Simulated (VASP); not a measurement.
Input of a VASP 6.6.1 run:

The input INCAR:

```
SYSTEM = Be
PREC = Accurate ; ENCUT = 600
EDIFF = 1E-6 ; ISMEAR = -1
SIGMA = 0.08 ; LREAL = .False.
LASPH = .True. ; NELM = 100
ALGO = Normal ; ISIF = 3
LWAVE = .False. ; LCHARG = .False.
GGA = PE ; IBRION = 2
NSW = 32 ; EDIFFG = -0.005
PSTRESS = 4200.0
```

KPOINTS

```
Automatic mesh
0
Gamma
  27 27 27
  0 0 0
```

Contents of POSCAR:

```
Be
1.0
   -1.4670475735      1.4670475735      0.8071072647
    1.4670475735     -1.4670475735      0.8071072647
    1.4670475735      1.4670475735     -0.8071072647
Be
2
Direct
   -0.3750000000     -0.1250000000     -0.2500000000
    0.3750000000      0.1250000000      0.2500000000
```

Potentials or basis: VASP PAW PBE potentials, release 64 (Be).

Launch:

```bash
$ cat potpaw_PBE.64/Be/POTCAR > POTCAR
$ mpirun -np 1 vasp_std > vasp.out
```

(1) What does it give for the band gap on the k mesh?

(2) What does it give for the relaxed cell?

(3) What does it give for the relaxed volume?

## Answers

(1) zero (bands 2 and 3 overlap by 11.65 eV).

(2) a = 2.229 Å, b = 2.229 Å, c = 2.229 Å, α = 97.55°, β = 97.55°, γ = 137.50°.

(3) 3.49 Å³/atom.

Caveat: the cell is relaxed towards a set pressure, so the run minimises the enthalpy, not the energy.
